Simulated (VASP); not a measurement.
# As2Pt (Pa-3) in VASP: a series of runs

The runs below take As2Pt through single point, with PBE.

Everything below comes from runs of VASP 6.6.1. Logs are shortened: lines on timing, memory, paths and dates and some standing lists are left out, and cuts for length are marked.

**1. The cell of the first run**

Symmetry: Pa-3, No. 205, cubic system. The conventional cell has a = 5.996 Å, b = 5.996 Å, c = 5.996 Å, α = 90.00°, β = 90.00°, γ = 90.00°. Within 3.2 Å of As (site symmetry 3) lie 1 As at 2.42 Å and 3 Pt at 2.50 Å. Within 3.3 Å of Pt (site symmetry -3) lie 6 As at 2.50 Å.

**2. Single point, PBE (17.97 Å³/atom)**

INCAR reads:

```
PREC = Accurate
ENCUT = 500
EDIFF = 1E-6
ISMEAR = 0
SIGMA = 0.01
LREAL = False
LASPH = True
NELM = 120
ALGO = Normal
ISIF = 2
LWAVE = False
LCHARG = True
GGA = PE
LELF = True
LVHAR = True
NBANDS = 52
GGA_COMPAT = False
```

KPOINTS reads:

```
Automatic mesh
0
Gamma
  4 4 4
```

POSCAR reads:

```
As2Pt
1.0
    5.9963734677      0.0000000000      0.0000000000
    0.0000000000      5.9963734677      0.0000000000
    0.0000000000      0.0000000000      5.9963734677
As Pt
8 4
Direct
    0.3835127539      0.3835127539      0.3835127539
    0.1164872461      0.6164872461      0.8835127539
    0.8835127539      0.1164872461      0.6164872461
    0.6164872461      0.8835127539      0.1164872461
    0.6164872461      0.6164872461      0.6164872461
    0.8835127539      0.3835127539      0.1164872461
    0.1164872461      0.8835127539      0.3835127539
    0.3835127539      0.1164872461      0.8835127539
    0.0000000000      0.0000000000      0.0000000000
    0.5000000000      0.0000000000      0.5000000000
    0.5000000000      0.5000000000      0.0000000000
    0.0000000000      0.5000000000      0.5000000000
```

Potentials or basis: VASP PAW PBE potentials, release 64 (As, Pt).

Launch:

```console
$ cat potpaw_PBE.64/As/POTCAR potpaw_PBE.64/Pt/POTCAR > POTCAR
$ mpirun -np 1 vasp_std > vasp.out
```

OUTCAR:

```text
PREC = Accurate
   ENCUT = 500
   EDIFF = 1E-6
   ISMEAR = 0
   LREAL = False
   LASPH = True
   NELM = 120
   ISIF = 2
   GGA = PE

 ion  position               nearest neighbor table
   1  0.384  0.384  0.384-   5 2.42  11 2.50  10 2.50  12 2.50
   2  0.116  0.616  0.884-   6 2.42  12 2.50  11 2.50   9 2.50
   3  0.884  0.116  0.616-   7 2.42   9 2.50  10 2.50  12 2.50
   4  0.616  0.884  0.116-   8 2.42  10 2.50   9 2.50  11 2.50
   5  0.616  0.616  0.616-   1 2.42  11 2.50  10 2.50  12 2.50
   6  0.884  0.384  0.116-   2 2.42  12 2.50  11 2.50   9 2.50
   7  0.116  0.884  0.384-   3 2.42   9 2.50  10 2.50  12 2.50
   8  0.384  0.116  0.884-   4 2.42  10 2.50   9 2.50  11 2.50
   9  0.000  0.000  0.000-   3 2.50   7 2.50   4 2.50   6 2.50   2 2.50   8 2.50
  10  0.500  0.000  0.500-   4 2.50   8 2.50   1 2.50   5 2.50   7 2.50   3 2.50
  11  0.500  0.500  0.000-   1 2.50   5 2.50   4 2.50   2 2.50   6 2.50   8 2.50
  12  0.000  0.500  0.500-   2 2.50   6 2.50   3 2.50   5 2.50   1 2.50   7 2.50

  LATTYP: Found a simple cubic cell.
 ALAT       =     5.9963734677

  Lattice vectors:

 A1 = (   5.9963734677,   0.0000000000,   0.0000000000)
 A2 = (   0.0000000000,   5.9963734677,   0.0000000000)
 A3 = (   0.0000000000,   0.0000000000,   5.9963734677)

Analysis of symmetry for initial positions (statically):
=====================================================================
 Subroutine PRICEL returns:
 Original cell was already a primitive cell.

 Routine SETGRP: Setting up the symmetry group for a
 simple cubic supercell.

 Subroutine GETGRP returns: Found 24 space group operations
 (whereof  6 operations were pure point group operations)
 out of a pool of 48 trial point group operations.

The static configuration has the point symmetry S_6 .
 The point group associated with its full space group is T_h .

Analysis of symmetry for dynamics (positions and initial velocities):
=====================================================================
 Subroutine PRICEL returns:
 Original cell was already a primitive cell.

 Routine SETGRP: Setting up the symmetry group for a
 simple cubic supercell.

 Subroutine GETGRP returns: Found 24 space group operations
 (whereof  6 operations were pure point group operations)
 out of a pool of 48 trial point group operations.

The dynamic configuration has the point symmetry S_6 .
 The point group associated with its full space group is T_h .

 Subroutine INISYM returns: Found 24 space group operations
 (whereof  6 operations are pure point group operations),
 and found     1 'primitive' translations

----------------------------------------------------------------------------------------

                                     Primitive cell

  volume of cell :     215.6086

  direct lattice vectors                    reciprocal lattice vectors
     5.996373468  0.000000000  0.000000000     0.166767465  0.000000000  0.000000000
     0.000000000  5.996373468  0.000000000     0.000000000  0.166767465  0.000000000
     0.000000000  0.000000000  5.996373468     0.000000000  0.000000000  0.166767465

  length of vectors
     5.996373468  5.996373468  5.996373468     0.166767465  0.166767465  0.166767465

  position of ions in fractional coordinates (direct lattice)
     0.383512754  0.383512754  0.383512754
     0.116487246  0.616487246  0.883512754
     0.883512754  0.116487246  0.616487246
     0.616487246  0.883512754  0.116487246
     0.616487246  0.616487246  0.616487246
     0.883512754  0.383512754  0.116487246
     0.116487246  0.883512754  0.383512754
     0.383512754  0.116487246  0.883512754
     0.000000000  0.000000000  0.000000000
     0.500000000  0.000000000  0.500000000
     0.500000000  0.500000000  0.000000000
     0.000000000  0.500000000  0.500000000

  ion indices of the primitive-cell ions
   primitive index   ion index
                 1           1
                 2           2
                 3           3
                 4           4
                 5           5
                 6           6
                 7           7
                 8           8
                 9           9
                10          10
                11          11
                12          12

----------------------------------------------------------------------------------------

 KPOINTS: Automatic mesh

Automatic generation of k-mesh.
 Grid dimensions read from file:
 generate k-points for:    4    4    4

 Generating k-lattice:

  Cartesian coordinates                     Fractional coordinates (reciprocal lattice)
     0.041691866  0.000000000  0.000000000     0.250000000  0.000000000  0.000000000
     0.000000000  0.041691866  0.000000000     0.000000000  0.250000000  0.000000000
     0.000000000  0.000000000  0.041691866     0.000000000  0.000000000  0.250000000

  Length of vectors
     0.041691866  0.041691866  0.041691866

  Shift w.r.t. Gamma in fractional coordinates (k-lattice)
     0.000000000  0.000000000  0.000000000

 Subroutine IBZKPT returns following result:
 ===========================================

 Found     11 irreducible k-points:

 Following reciprocal coordinates:
            Coordinates               Weight
  0.000000  0.000000  0.000000      1.000000
  0.250000  0.000000  0.000000      6.000000
  0.500000  0.000000  0.000000      3.000000
  0.250000  0.250000  0.000000     12.000000
  0.500000  0.250000  0.000000      6.000000
 -0.250000  0.500000  0.000000      6.000000
  0.500000  0.500000  0.000000      3.000000
  0.250000  0.250000  0.250000      8.000000
  0.500000  0.250000  0.250000     12.000000
  0.500000  0.500000  0.250000      6.000000
  0.500000  0.500000  0.500000      1.000000
   k-points           NKPTS =     11   k-points in BZ     NKDIM =     11   number of bands    NBANDS=     52
   number of dos      NEDOS =    301   number of ions     NIONS =     12
   total plane-waves  NPLWV = 110592
   dimension x,y,z NGX =    48 NGY =   48 NGZ =   48
   dimension x,y,z NGXF=    96 NGYF=   96 NGZF=   96
   ions per type =               8   4
   NGX,Y,Z   is equivalent  to a cutoff of  13.31, 13.31, 13.31 a.u.
   NGXF,Y,Z  is equivalent  to a cutoff of  26.62, 26.62, 26.62 a.u.
 SYSTEM =  unknown system
   PREC   = accura    normal or accurate (medium, high low for compatibility)
   ISTART =      0    job   : 0-new  1-cont  2-samecut
   ICHARG =      2    charge: 1-file 2-atom 10-const
   ISPIN  =      1    spin polarized calculation?
   LNONCOLLINEAR =      F non collinear calculations
   LSORBIT =      F    spin-orbit coupling
   LASPH  =      T    aspherical Exc in radial PAW
   ENCUT  =  500.0 eV  36.75 Ry    6.06 a.u.  10.93 10.93 10.93*2*pi/ulx,y,z
   NELM   =    120;   NELMIN=  2; NELMDL= -5     # of ELM steps
   EDIFF  = 0.1E-05   stopping-criterion for ELM
   LREAL  =      F    real-space projection
   EDIFFG = 0.1E-04   stopping-criterion for IOM
   NSW    =      0    number of steps for IOM
   IBRION =     -1    ionic relax: 0-MD 1-quasi-New 2-CG
   NFREE  =      0    steps in history (QN), initial steepest desc. (CG)
   ISIF   =      2    stress and relaxation
   ISYM   =      2    0-nonsym 1-usesym 2-fastsym
   POTIM  = 0.5000    time-step for ionic-motion
   TEBEG  =    0.0;   TEEND  =   0.0 temperature during run
   PSTRESS=    0.0 pullay stress
   NELECT =      80.0000    total number of electrons
   NUPDOWN=      -1.0000    fix difference up-down
   EMIN   =  10.00;   EMAX   =-10.00  energy-range for DOS
   EFERMI =   0.00;   METHOD = LEGACY
   ISMEAR =     0;   SIGMA  =   0.01  broadening in eV -4-tet -1-fermi 0-gaus
   EFERMI_NEDOS =   21; number of points for ismear=-14 and -15
   IALGO  =     38    algorithm
   IMIX   =      4    mixing-type and parameters
     AMIX     =   0.40;   BMIX     =  1.00
     AMIX_MAG =   1.60;   BMIX_MAG =  1.00
  volume/ion in A,a.u.               =      17.97       121.25
  Fermi-wavevector in a.u.,A,eV,Ry     =   1.176385  2.223045 18.828854  1.383882
  Thomas-Fermi vector in A             =   2.312750
   LORBIT       =      0    0 simple, 1 ext, 2 COOP (PROOUT), +10 PAW based schemes
   GGA     = PE    functional components
   LHFCALC =     F    Hartree Fock is set to
   AEXX    =    0.0000 exact exchange contribution
   IVDW    =     0    specifies the selected vdW correction
   LEPSILON=     F    determine dielectric tensor
   LRPA    =     F    only Hartree local field effects (RPA)
 non-spin polarized calculation
 Gauss-broadening in eV      SIGMA  =   0.01
  energy-cutoff  :      500.00
  volume of cell :      215.61
 maximum number of plane-waves:      5520
 NGX is ok and might be reduce to    48
   NGX = 21   NGY = 21   NGZ = 21

 number of electron      80.0000012 magnetization

 Free energy of the ion-electron system (eV)
  ---------------------------------------------------
  ext. energy  EPLUGINS =         0.00000000
  ---------------------------------------------------
  free energy    TOTEN  =       -67.92741058 eV

  energy without entropy =      -67.92741058  energy(sigma->0) =      -67.92741058

 E-fermi :   7.2847     XC(G=0): -11.2813

 val. band max:        7.1913766749   @ k =   0.2500   0.0000   0.0000
 cond. band min:       7.6495473626   @ k =   0.5000   0.5000   0.5000
 fundamental gap:      0.4581706877
 Fermi energy:         7.2846701027

 k-point     1 :       0.0000    0.0000    0.0000
  band No.  band energies     occupation
      1      -6.8120      2.00000
      2      -4.8204      2.00000
      3      -4.8204      2.00000
      4      -4.8204      2.00000
      5      -2.5982      2.00000
      6      -2.5982      2.00000
[... 44 lines left out ...]
     51      12.6552      0.00000
     52      12.6552      0.00000

 k-point     2 :       0.2500    0.0000    0.0000
  band No.  band energies     occupation
      1      -6.5788      2.00000
      2      -5.1742      2.00000
      3      -4.7121      2.00000
      4      -4.7031      2.00000
      5      -2.7011      2.00000
      6      -2.6211      2.00000
[... 44 lines left out ...]
     51      12.1024      0.00000
     52      12.4694      0.00000

 k-point     3 :       0.5000    0.0000    0.0000
  band No.  band energies     occupation
      1      -5.9428      2.00000
      2      -5.9428      2.00000
      3      -4.5767      2.00000
      4      -4.5767      2.00000
      5      -2.6804      2.00000
      6      -2.6804      2.00000
[... 44 lines left out ...]
     51      12.0700      0.00000
     52      12.0700      0.00000
[... 331 lines left out ...]
 k-point    10 :       0.5000    0.5000    0.2500
  band No.  band energies     occupation
      1      -5.0218      2.00000
      2      -5.0218      2.00000
      3      -5.0218      2.00000
      4      -5.0218      2.00000
      5      -3.1938      2.00000
      6      -3.1938      2.00000
[... 44 lines left out ...]
     51      11.5632      0.00000
     52      11.5632      0.00000

 k-point    11 :       0.5000    0.5000    0.5000
  band No.  band energies     occupation
      1      -4.7953      2.00000
      2      -4.7953      2.00000
      3      -4.7953      2.00000
      4      -4.7953      2.00000
      5      -3.5579      2.00000
      6      -3.5579      2.00000
[... 44 lines left out ...]
     51      11.3943      0.00000
     52      11.3943      0.00000

------------------------ aborting loop because EDIFF is reached ----------------------------------------

  FORCE on cell =-STRESS in cart. coord.  units (eV):
  Direction    XX          YY          ZZ          XY          YZ          ZX
  --------------------------------------------------------------------------------------
  -------------------------------------------------------------------------------------
  Total        6.1800939      6.1800939      6.1800939      0.0000000     -0.0000000      0.0000000
  in kB       45.9239920     45.9239920     45.9239920      0.0000000     -0.0000000      0.0000000
  external PRESSURE =      45.9239920 kB  Pullay stress =       0.0000000 kB

 VOLUME and BASIS-vectors are now :
 -----------------------------------------------------------------------------
  energy-cutoff  :      500.00
  volume of cell :      215.61
      direct lattice vectors                 reciprocal lattice vectors
     5.996373468  0.000000000  0.000000000     0.166767465  0.000000000  0.000000000
     0.000000000  5.996373468  0.000000000     0.000000000  0.166767465  0.000000000
     0.000000000  0.000000000  5.996373468     0.000000000  0.000000000  0.166767465

 POSITION                                       TOTAL-FORCE (eV/Angst)
 -----------------------------------------------------------------------------------
      2.29969      2.29969      2.29969        -0.046075     -0.046075     -0.046075
      0.69850      3.69669      5.29787         0.046075      0.046075     -0.046075
      5.29787      0.69850      3.69669        -0.046075      0.046075      0.046075
      3.69669      5.29787      0.69850         0.046075     -0.046075      0.046075
      3.69669      3.69669      3.69669         0.046075      0.046075      0.046075
      5.29787      2.29969      0.69850        -0.046075     -0.046075      0.046075
      0.69850      5.29787      2.29969         0.046075     -0.046075     -0.046075
      2.29969      0.69850      5.29787        -0.046075      0.046075     -0.046075
      0.00000      0.00000      0.00000         0.000000     -0.000000      0.000000
      2.99819      0.00000      2.99819         0.000000     -0.000000      0.000000
      2.99819      2.99819      0.00000         0.000000     -0.000000      0.000000
      0.00000      2.99819      2.99819         0.000000     -0.000000      0.000000
 -----------------------------------------------------------------------------------
    total drift:                                0.000000      0.000000     -0.000000

  FREE ENERGIE OF THE ION-ELECTRON SYSTEM (eV)
  ---------------------------------------------------
  free  energy   TOTEN  =       -67.9274105805 eV

  energy  without entropy=      -67.9274105805  energy(sigma->0) =      -67.92741058
```

Run time: 3.5 min. Hardware: 1 thread of Oxide Virtual Turin-like, shared host; peak memory 0.32 GiB.

Results:

```yaml
Free_energy: -67.9274 eV
Pressure: 4.6 GPa
Largest_force: 0.080 eV/Å
Band_gap_on_the_k_mesh: 0.46 eV (least direct gap 0.95 eV)
```

Forces in eV/Å, atoms in the order of the input:
```
As  -0.046 -0.046 -0.046
As   0.046  0.046 -0.046
As  -0.046  0.046  0.046
As   0.046 -0.046  0.046
As   0.046  0.046  0.046
As  -0.046 -0.046  0.046
As   0.046 -0.046 -0.046
As  -0.046  0.046 -0.046
Pt   0.000  0.000  0.000
Pt   0.000  0.000  0.000
Pt   0.000  0.000  0.000
Pt   0.000  0.000  0.000
```

Levels at points of the mesh, in eV from the valence-band top:
```
           k point  band 36  band 37  band 38  band 39  band 40  band 41  band 42  band 43  band 44  band 45
(0.00, 0.00, 0.00)    -2.25    -2.25    -0.76    -0.76    -0.76     0.87     0.87     0.87     1.88     4.22
(0.50, 0.00, 0.00)    -1.70    -1.01    -1.01    -0.64    -0.64     1.71     1.71     1.85     1.85     2.91
(0.50, 0.50, 0.00)    -1.80    -0.35    -0.35    -0.35    -0.35     2.15     2.15     2.15     2.15     2.41
(0.50, 0.50, 0.50)    -0.86    -0.50    -0.50    -0.50    -0.50     0.46     0.46     0.46     0.46     3.12
```

Caveat: the cell stands under pressure; spin-orbit coupling is left out, which moves the levels of the heavy elements. PBE gaps usually lie below the measured ones, often by a third to a half.

(Continued in part 2 of 2.)
